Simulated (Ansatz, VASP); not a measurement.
## Rh in VASP and in Ansatz

```xyz
1
Lattice="0.0000 1.9008 1.9008 1.9008 0.0000 1.9008 1.9008 1.9008 0.0000" Properties=species:S:1:pos:R:3 pbc="T T T"
Rh    0.0000    0.0000    0.0000
```

Alike in both runs: task single point; functional r2SCAN; k mesh 9 × 9 × 9; occupations fermi-dirac, width 0.1 eV; no spin polarisation.

```csv
,VASP,Ansatz
version,VASP 6.6.1,Ansatz 0.2.0
potentials or method,"VASP PAW PBE potentials, release 64 (Rh_pv), cutoff 520 eV","plane waves (500 eV) with PAW, scalar-relativistic"
valence electrons in the cell,15,17
```

|  | VASP | Ansatz | Ansatz less VASP |
| --- | --- | --- | --- |
| pressure (GPa) | 1.3 | 0.1 | -1.19 |

VASP's potentials were made for PBE, not for r2SCAN. VASP's potentials hold 15 valence electrons a cell and Ansatz's 17, so a difference there can come from the potentials and not from the codes.
